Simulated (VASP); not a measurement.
MgSe: single point with LDA

Crystal: MgSe.

```
Mg Se
1.0
     2.62060    2.62060    0.00000
    -2.62060    2.62060    0.00000
     0.00000    2.62060    2.62060
Mg Se
1 1
Direct
  0.00000 0.00000 0.00000
  0.50000 0.50000 0.00000
```

```yaml
Program: VASP 6.6.1
Task: single point
Functional: LDA
Potentials_or_basis: VASP PAW LDA potentials, release 64 (Mg, Se)
Cutoff: 600 eV
k_mesh: 8 × 8 × 8
Occupations: gaussian, width 0.01 eV
Spin: no spin polarisation
```

```yaml
Pressure: 6.7 GPa
Band_gap_on_the_k_mesh: 1.84 eV, indirect (least direct gap 3.26 eV)
```

Levels at points of the mesh, in eV from the valence-band top:
| k point | band 2 | band 3 | band 4 | band 5 | band 6 | band 7 |
| --- | --- | --- | --- | --- | --- | --- |
| (0.00, 0.00, 0.00) | 0.00 | 0.00 | 0.00 | 3.26 | 7.29 | 7.29 |
| (0.50, 0.00, 0.00) | -5.68 | -0.74 | -0.74 | 3.85 | 6.13 | 6.13 |
| (0.50, 0.50, 0.00) | -4.97 | -2.11 | -2.11 | 1.84 | 3.51 | 12.78 |

Wall time 25 s on 1 thread of Intel Xeon 8259CL, on a shared host, peak memory 0.15 GiB.

A k mesh can miss the band edges. LDA gaps usually lie below the measured ones, often by a third to a half.
